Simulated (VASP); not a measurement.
Wanted: the native input for a VASP 6.6.1 run.

| Item | Value |
| --- | --- |
| Task | single point |
| Functional | PBE |
| Potentials or basis | VASP PAW PBE potentials, release 64 (Hf_pv, C) |
| Cutoff | 520 eV |
| k mesh | 6 × 6 × 4 |
| Occupations | gaussian, width 0.1 eV |
| Spin | no spin polarisation |
| Dipole correction | no |
| Further INCAR settings | ALGO = Normal; EDIFF = 1e-06; NBANDS = 22 |

The structure of HfC lies in POSCAR:

```
HfC
1.0
    3.3428659700      0.0000000000      0.0000000000
   -1.6714329900      2.8950068500      0.0000000000
    0.0000000000      0.0000000000      5.2027139700
Hf C
2 2
Direct
    0.6666666700      0.3333333300      0.7500000000
    0.3333333300      0.6666666700      0.2500000000
    0.0000000000      0.0000000000      0.0000000000
    0.0000000000      0.0000000000      0.5000000000
```

The input as run:

INCAR

```
SYSTEM = HfC
  ALGO = Normal
  EDIFF = 1E-6
  ENCUT = 520
  GGA = PE
  ISIF = 2
  ISMEAR = 0
  LASPH = .True.
  LCHARG = .False.
  LREAL = .False.
  LWAVE = .False.
  NBANDS = 22
  NELM = 100
  PREC = Accurate
  SIGMA = 0.1
```

KPOINTS

```
k-points
0
Gamma
  6 6 4
  0 0 0
```

Potentials or basis: VASP PAW PBE potentials, release 64 (Hf_pv, C).

Launch:

```bash
$ cat potpaw_PBE.64/Hf_pv/POTCAR potpaw_PBE.64/C/POTCAR > POTCAR
$ mpirun -np 1 vasp_std > vasp.out
```

It gave:

```yaml
Pressure: -1.3 GPa
Band_gap_on_the_k_mesh: zero (band 14 reaches 7.45 eV, above the bottom of band 15 at 6.03 eV)
```

Caveat: the k points lie up to 0.36 Å⁻¹ apart; spin-orbit coupling is left out, which moves the levels of the heavy elements.

Wall time 19 s on 1 thread of AMD EPYC 9R45 96-Core Processor (Zen 5) (shared host), peak memory 0.15 GiB.
